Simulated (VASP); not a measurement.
Input of a VASP 6.6.1 run:

File INCAR:

```
SYSTEM = Si2C
ALGO     = Normal         ! electronic algorithm
EDIFF    = 1E-6           ! SCF threshold, eV
EDIFFG   = -0.01          ! ionic threshold
ENCUT    = 600            ! plane-wave cutoff, eV
GGA      = PE             ! functional
IBRION   = 2              ! ionic algorithm
ISIF     = 3              ! what is computed and relaxed
ISMEAR   = 0              ! smearing method
LASPH    = .TRUE.         ! aspherical terms in the spheres
LCHARG   = .FALSE.        ! write CHGCAR
LREAL    = .FALSE.        ! projectors in reciprocal space
LWAVE    = .FALSE.        ! write WAVECAR
NELM     = 100            ! most SCF steps
NSW      = 100            ! ionic steps
PREC     = Accurate       ! precision mode
SIGMA    = 0.1            ! smearing width, eV
```

KPOINTS

```
k-points
0
G
  10 10 10
  0 0 0
```

The input POSCAR:

```
Si2C
1.0
   -2.7682051196      2.7682051196      2.2508862659
    2.7682051196     -2.7682051196      2.2508862659
    2.7682051196      2.7682051196     -2.2508862659
Si C
4 2
Direct
    0.1706558671      0.6706558671      0.8413117341
    0.6706558671      0.8293441329      0.5000000000
    0.8293441329      0.3293441329      0.1586882659
    0.3293441329      0.1706558671      0.5000000000
    0.7500000000      0.7500000000      0.0000000000
    0.2500000000      0.2500000000      0.0000000000
```

Potentials or basis: VASP PAW PBE potentials, release 64 (Si, C).

The run is started by

```console
$ cat potpaw_PBE.64/Si/POTCAR potpaw_PBE.64/C/POTCAR > POTCAR
$ mpirun -np 1 vasp_std > vasp.out
```

What does it give for the relaxed volume?

10.99 Å³/atom.

Estimate the relaxed cell.

a = 4.444 Å, b = 4.444 Å, c = 4.444 Å, α = 114.91°, β = 114.91°, γ = 99.06°.

Predict the band gap on the k mesh.

zero (bands 12 and 13 overlap by 3.99 eV).

Forces on the atoms (eV/Å):
```
Si   0.005  0.005  0.000
Si  -0.005  0.005  0.000
Si  -0.005 -0.005  0.000
Si   0.005 -0.005  0.000
C    0.000  0.000  0.000
C    0.000  0.000  0.000
```
